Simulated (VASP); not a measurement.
# PN (P6_3/mmc) in VASP: relaxation of cell and atoms with PBE

Aim: the relaxation of cell and atoms of PN with PBE.

All numbers are computed with VASP 6.6.1; they aren't measurements. Logs are shortened: lines on timing, memory, paths and dates and some standing lists are left out, and cuts for length are marked.

## Step 1: The cell of the first run

The structure is hexagonal, space group P6_3/mmc (No. 194). The conventional cell has a = 3.043 Å, b = 3.043 Å, c = 8.096 Å, α = 90.00°, β = 90.00°, γ = 120.00°. P (site symmetry -6m2) has 3 N at 1.76 Å within 2.3 Å. Within 2.3 Å of N (site symmetry -6m2) lie 3 P at 1.76 Å.

## Step 2: Relaxation of cell and atoms, PBE

The input, INCAR:

```
SYSTEM = PN
ALGO = Normal
EDIFF = 1E-7
EDIFFG = -0.04
ENCUT = 910
GGA = PE
GGA_COMPAT = .FALSE.
IBRION = 2
ISIF = 3
ISMEAR = 0
LASPH = .TRUE.
LCHARG = .FALSE.
LREAL = .FALSE.
LWAVE = .FALSE.
NELM = 120
NELMIN = 4
NSW = 90
PREC = Accurate
SIGMA = 0.1
```

The input, KPOINTS:

```
k-points
0
G
  6 6 2
  0 0 0
```

The input, POSCAR:

```
PN
1.0
    3.0433023239      0.0000000000      0.0000000000
   -1.5216511620      2.6355771239      0.0000000000
    0.0000000000      0.0000000000      8.0958916137
P N
2 2
Direct
    0.3333333333      0.6666666667      0.2500000000
    0.6666666667      0.3333333333      0.7500000000
    0.3333333333      0.6666666667      0.7500000000
    0.6666666667      0.3333333333      0.2500000000
```

Potentials or basis: VASP PAW PBE potentials, release 64 (P, N_h).

Run with:

```
$ cat potpaw_PBE.64/P/POTCAR potpaw_PBE.64/N_h/POTCAR > POTCAR
$ mpirun -np 1 vasp_std > vasp.out
```

OUTCAR:

```text
SYSTEM = PN
   EDIFF = 1E-7
   EDIFFG = -0.04
   ENCUT = 910
   GGA = PE
   IBRION = 2
   ISIF = 3
   ISMEAR = 0
   LASPH = .TRUE.
   LREAL = .FALSE.
   NELM = 120
   NELMIN = 4
   NSW = 90
   PREC = Accurate

 ion  position               nearest neighbor table
   1  0.333  0.667  0.250-   4 1.76   4 1.76   4 1.76
   2  0.667  0.333  0.750-   3 1.76   3 1.76   3 1.76
   3  0.333  0.667  0.750-   2 1.76   2 1.76   2 1.76
   4  0.667  0.333  0.250-   1 1.76   1 1.76   1 1.76

  LATTYP: Found a hexagonal cell.
 ALAT       =     3.0433023239
 C/A-ratio  =     2.6602324554

  Lattice vectors:

 A1 = (   3.0433023239,   0.0000000000,   0.0000000000)
 A2 = (  -1.5216511620,   2.6355771239,   0.0000000000)
 A3 = (   0.0000000000,   0.0000000000,   8.0958916137)

Analysis of symmetry for initial positions (statically):
=====================================================================
 Subroutine PRICEL returns:
 Original cell was already a primitive cell.

 Routine SETGRP: Setting up the symmetry group for a
 hexagonal supercell.

 Subroutine GETGRP returns: Found 24 space group operations
 (whereof 12 operations were pure point group operations)
 out of a pool of 24 trial point group operations.

The static configuration has the point symmetry D_3d.
 The point group associated with its full space group is D_6h.

Analysis of symmetry for dynamics (positions and initial velocities):
=====================================================================
 Subroutine PRICEL returns:
 Original cell was already a primitive cell.

 Routine SETGRP: Setting up the symmetry group for a
 hexagonal supercell.

 Subroutine GETGRP returns: Found 24 space group operations
 (whereof 12 operations were pure point group operations)
 out of a pool of 24 trial point group operations.

The dynamic configuration has the point symmetry D_3d.
 The point group associated with its full space group is D_6h.

 Subroutine INISYM returns: Found 24 space group operations
 (whereof 12 operations are pure point group operations),
 and found     1 'primitive' translations

----------------------------------------------------------------------------------------

                                     Primitive cell

[... 73 lines left out ...]
 SYSTEM =  PN
   PREC   = accura    normal or accurate (medium, high low for compatibility)
   ISTART =      0    job   : 0-new  1-cont  2-samecut
   ICHARG =      2    charge: 1-file 2-atom 10-const
   ISPIN  =      1    spin polarized calculation?
   LNONCOLLINEAR =      F non collinear calculations
   LSORBIT =      F    spin-orbit coupling
   LASPH  =      T    aspherical Exc in radial PAW
   ENCUT  =  910.0 eV  66.88 Ry    8.18 a.u.   7.49  7.49 19.91*2*pi/ulx,y,z
   NELM   =    120;   NELMIN=  4; NELMDL= -5     # of ELM steps
   EDIFF  = 0.1E-06   stopping-criterion for ELM
   LREAL  =      F    real-space projection
   EDIFFG = -.4E-01   stopping-criterion for IOM
   NSW    =     90    number of steps for IOM
   IBRION =      2    ionic relax: 0-MD 1-quasi-New 2-CG
   NFREE  =      1    steps in history (QN), initial steepest desc. (CG)
   ISIF   =      3    stress and relaxation
   ISYM   =      2    0-nonsym 1-usesym 2-fastsym
   POTIM  = 0.5000    time-step for ionic-motion
   TEBEG  =    0.0;   TEEND  =   0.0 temperature during run
   PSTRESS=    0.0 pullay stress
   NELECT =      20.0000    total number of electrons
   NUPDOWN=      -1.0000    fix difference up-down
   EMIN   =  10.00;   EMAX   =-10.00  energy-range for DOS
   EFERMI =   0.00;   METHOD = LEGACY
   ISMEAR =     0;   SIGMA  =   0.10  broadening in eV -4-tet -1-fermi 0-gaus
   EFERMI_NEDOS =   21; number of points for ismear=-14 and -15
   IALGO  =     38    algorithm
   IMIX   =      4    mixing-type and parameters
     AMIX     =   0.40;   BMIX     =  1.00
     AMIX_MAG =   1.60;   BMIX_MAG =  1.00
  volume/ion in A,a.u.               =      16.23       109.55
  Fermi-wavevector in a.u.,A,eV,Ry     =   1.105579  2.089241 16.630459  1.222304
  Thomas-Fermi vector in A             =   2.242068
   LORBIT       =      0    0 simple, 1 ext, 2 COOP (PROOUT), +10 PAW based schemes
   GGA     = PE    functional components
   LHFCALC =     F    Hartree Fock is set to
   AEXX    =    0.0000 exact exchange contribution
   IVDW    =     0    specifies the selected vdW correction
   LEPSILON=     F    determine dielectric tensor
   LRPA    =     F    only Hartree local field effects (RPA)
 conjugate gradient relaxation of ions
 non-spin polarized calculation
 Gauss-broadening in eV      SIGMA  =   0.10
  energy-cutoff  :      910.00
  volume of cell :       64.94
 maximum number of plane-waves:      4096
 NGX is ok and might be reduce to    30
   NGX = 15   NGY = 15   NGZ = 39

--------------------------------------- Ionic step        1  -------------------------------------------

 number of electron      20.0000001 magnetization

 Free energy of the ion-electron system (eV)
  ---------------------------------------------------
  ext. energy  EPLUGINS =         0.00000000
  ---------------------------------------------------
  free energy    TOTEN  =       -22.77202777 eV

  energy without entropy =      -22.76259411  energy(sigma->0) =      -22.76731094

------------------------ aborting loop because EDIFF is reached ----------------------------------------

  FORCE on cell =-STRESS in cart. coord.  units (eV):
  Direction    XX          YY          ZZ          XY          YZ          ZX
  --------------------------------------------------------------------------------------
  -------------------------------------------------------------------------------------
  Total        4.8905675      4.8905675     -0.0283213     -0.0000000      0.0000000      0.0000000
  in kB      120.6658362    120.6658362     -0.6987758     -0.0000000      0.0000000      0.0000000
  external PRESSURE =      80.2109655 kB  Pullay stress =       0.0000000 kB
[... 215 lines left out ...]
--------------------------------------- Ionic step        7  -------------------------------------------

 number of electron      19.9999999 magnetization

 Free energy of the ion-electron system (eV)
  ---------------------------------------------------
  ext. energy  EPLUGINS =         0.00000000
  ---------------------------------------------------
  free energy    TOTEN  =       -22.91613036 eV

  energy without entropy =      -22.89875953  energy(sigma->0) =      -22.90744495

 E-fermi :   4.0784     XC(G=0):  -8.7732

 val. band max:        3.9875682831   @ k =   0.1667   0.1667   0.5000
 cond. band min:       4.0793162023   @ k =   0.3333   0.1667   0.0000
 fundamental gap:      0.0917479193
 Fermi energy:         4.0784037678

 k-point     1 :       0.0000    0.0000    0.0000
  band No.  band energies     occupation
      1     -15.1629      2.00000
      2     -15.0969      2.00000
      3      -2.6851      2.00000
      4      -2.0447      2.00000
      5      -2.0447      2.00000
      6      -2.0278      2.00000
      7      -2.0278      2.00000
      8      -1.7047      2.00000
      9       0.6824      2.00000
     10       1.0376      2.00000
     11       7.0194      0.00000
     12       7.0194      0.00000
     13       7.0307      0.00000
     14       7.0680      0.00000
[... 250 lines left out ...]
  FREE ENERGIE OF THE ION-ELECTRON SYSTEM (eV)
  ---------------------------------------------------
  free  energy   TOTEN  =       -22.9161303646 eV

  energy  without entropy=      -22.8987595329  energy(sigma->0) =      -22.90744495

 reached required accuracy - stopping structural energy minimisation
```

OSZICAR:

```text
N       E                     dE             d eps       ncg     rms          rms(c)
DAV:   1     0.143824712664E+03    0.14382E+03   -0.12964E+04   392   0.195E+03
DAV:   2    -0.616575362019E+01   -0.14999E+03   -0.14646E+03   578   0.291E+02
DAV:   3    -0.240808226126E+02   -0.17915E+02   -0.17636E+02   544   0.997E+01
[... 68 lines left out ...]
DAV:   4    -0.229161378440E+02    0.33140E-03   -0.15360E-03   490   0.230E-01    0.517E-02
DAV:   5    -0.229161265036E+02    0.11340E-04   -0.54935E-05   488   0.661E-02    0.384E-02
DAV:   6    -0.229161216544E+02    0.48492E-05   -0.26818E-05   504   0.366E-02    0.239E-02
DAV:   7    -0.229161304571E+02   -0.88028E-05   -0.13190E-05   500   0.265E-02    0.894E-03
DAV:   8    -0.229161303646E+02    0.92478E-07   -0.47669E-07   458   0.613E-03
   7 F= -.22916130E+02 E0= -.22907445E+02  d E =-.137618E-02
```

CONTCAR:

```text
PN
   1.00000000000000
     3.1541766421609294   -0.0000000000020969    0.0000000000000000
    -1.5770883211341025    2.7315971001429906   -0.0000000000000000
     0.0000000000000000   -0.0000000000000000    8.0277834549566744
  P               N
     2     2
Direct
     0.3333333332999970    0.6666666667000030    0.2500000000000000
     0.6666666667000030    0.3333333332999970    0.7500000000000000
     0.3333333332999970    0.6666666667000030    0.7500000000000000
     0.6666666667000030    0.3333333332999970    0.2500000000000000

  0.00000000E+00  0.00000000E+00  0.00000000E+00
  0.00000000E+00  0.00000000E+00  0.00000000E+00
  0.00000000E+00  0.00000000E+00  0.00000000E+00
  0.00000000E+00  0.00000000E+00  0.00000000E+00
```

Wall time 2.1 min (1 thread of Intel Xeon Platinum 8488C (Sapphire Rapids), shared host); peak memory 0.26 GiB.

What came out:

```yaml
Free_energy: -22.9161 eV
Relaxed_volume: 17.29 Å³/atom
Relaxed_cell: a = 3.154 Å, b = 3.154 Å, c = 8.028 Å, α = 90.00°, β = 90.00°, γ = 120.00°
Space_group_after_relaxing_to_0.1_Å: P6_3/mmc (No. 194)
Energy_gained_by_relaxing: 36.0 meV/atom
Ionic_steps: 7
Pressure_after_relaxing: -0.1 GPa
Band_gap_on_the_k_mesh: zero (bands 10 and 11 overlap by 0.69 eV)
```

The path:
```csv
step,energy change (eV),largest force (eV/Å),pressure (GPa),volume (Å³)
1,0.0000,0.0000,8.02,64.94
2,-0.1024,0.0000,-3.35,72.80
3,-0.1427,0.0000,-0.02,69.52
4,-0.1427,0.0000,-0.11,69.62
5,-0.1427,0.0000,-0.20,69.72
6,-0.1431,0.0000,-0.18,69.58
7,-0.1441,0.0000,-0.11,69.17
```

Final structure:
```cif
data_structure
_symmetry_space_group_name_H-M 'P 1'
_symmetry_Int_Tables_number 1
_cell_length_a 3.1542
_cell_length_b 3.1542
_cell_length_c 8.0278
_cell_angle_alpha 90.000
_cell_angle_beta 90.000
_cell_angle_gamma 120.000
_cell_volume 69.17
loop_
_atom_site_label
_atom_site_type_symbol
_atom_site_fract_x
_atom_site_fract_y
_atom_site_fract_z
_atom_site_occupancy
P1 P 0.33333 0.66667 0.25000 1
P2 P 0.66667 0.33333 0.75000 1
N1 N 0.33333 0.66667 0.75000 1
N2 N 0.66667 0.33333 0.25000 1
```

Caveat: the k points lie up to 0.39 Å⁻¹ apart in the final cell, too coarse for converged energies and pressures of a metal; the cutoff is under 1.25 times the usual one of these potentials, so pressure, stress and relaxed cells hold a basis-set (Pulay) error; this functional lacks dispersion, which binds the layers, so the pressure and a relaxed spacing across them are unreliable.
